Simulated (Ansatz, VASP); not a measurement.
## One calculation of SiNi, two programs

INCAR

```
ALGO     = Normal         # electronic algorithm
EDIFF    = 1E-6           # SCF threshold, eV
ENCUT    = 520            # plane-wave cutoff, eV
GGA      = PS             # functional
ISIF     = 2              # what is computed and relaxed
ISMEAR   = 0              # smearing method
LASPH    = True           # aspherical terms in the spheres
LCHARG   = False          # write CHGCAR
LREAL    = False          # projectors in reciprocal space
LWAVE    = False          # write WAVECAR
NBANDS   = 38             # bands
NELM     = 80             # most SCF steps
PREC     = Accurate       # precision mode
SIGMA    = 0.15           # smearing width, eV
```

File KPOINTS:

```
k-points
0
Gamma
  8 12 8
```

File POSCAR:

```
SiNi
1.0
    4.9351934525      0.0000000000      0.0000000000
    0.0000000000      3.2570383932      0.0000000000
    0.0000000000      0.0000000000      5.5278300970
Si Ni
4 4
Direct
    0.3214276689      0.7500000000      0.0865554891
    0.1785723311      0.2500000000      0.5865554891
    0.8214276689      0.7500000000      0.4134445109
    0.6785723311      0.2500000000      0.9134445109
    0.0093007299      0.2500000000      0.1873863599
    0.4906992701      0.7500000000      0.6873863599
    0.5093007299      0.2500000000      0.3126136401
    0.9906992701      0.7500000000      0.8126136401
```

Input for Ansatz:

```yaml
crystal:
  lattice:
    - [4.9351934525, 0.0, 0.0]
    - [0.0, 3.2570383932, 0.0]
    - [0.0, 0.0, 5.527830097]
  atoms:
    - { symbol: Si, position: [0.3214276689, 0.75, 0.0865554891] }
    - { symbol: Si, position: [0.1785723311, 0.25, 0.5865554891] }
    - { symbol: Si, position: [0.8214276689, 0.75, 0.4134445109] }
    - { symbol: Si, position: [0.6785723311, 0.25, 0.9134445109] }
    - { symbol: Ni, position: [0.0093007299, 0.25, 0.1873863599] }
    - { symbol: Ni, position: [0.4906992701, 0.75, 0.6873863599] }
    - { symbol: Ni, position: [0.5093007299, 0.25, 0.3126136401] }
    - { symbol: Ni, position: [0.9906992701, 0.75, 0.8126136401] }
basis:
  ecutwfc: 420
kpoints:
  mp_grid: { grid: [8, 12, 8] }
hamiltonian:
  xc: pbesol
scf:
  occupations: { method: gaussian, width: 0.15 }
output:
  forces: true
  stress: true
  eigenvalues: true
```

Change from the starting cell: strain -0.030 along x and y, +0.000 along z, atoms carried along.

Alike in both runs: task single point; functional PBEsol; k mesh 8 × 12 × 8; occupations gaussian, width 0.15 eV; no spin polarisation.

|  | VASP | Ansatz |
| --- | --- | --- |
| version | VASP 6.6.1 | Ansatz 0.2.0 |
| potentials or method | VASP PAW PBE potentials, release 64 (Si, Ni), cutoff 520 eV | scalar-relativistic, plane waves, PAW |
| valence electrons in the cell | 56 | 88 |

Ansatz gave:

* gap on the k mesh at the Fermi level (eV): none
* pressure (GPa): 13.9
* traceless stress, the component that is largest in VASP (GPa): -5.20
* rms of the force components (eV/Å): 0.071

Q: What did VASP give for the same quantities?

A: gap on the k mesh at the Fermi level (eV): none; pressure (GPa): 14.1; traceless stress, the component that is largest in VASP (GPa): -5.14; rms of the force components (eV/Å): 0.072.

VASP's potentials were made for PBE, not for PBEsol. Atom by atom the forces differ by 0.005 eV/Å (rms over components). A gap of «none» marks a metal or a gap that the smearing closes. With one functional, cell and mesh, what is left measures potentials, basis and numerics. VASP's potentials hold 56 valence electrons a cell and Ansatz's 88, so a difference there can come from the potentials and not from the codes.
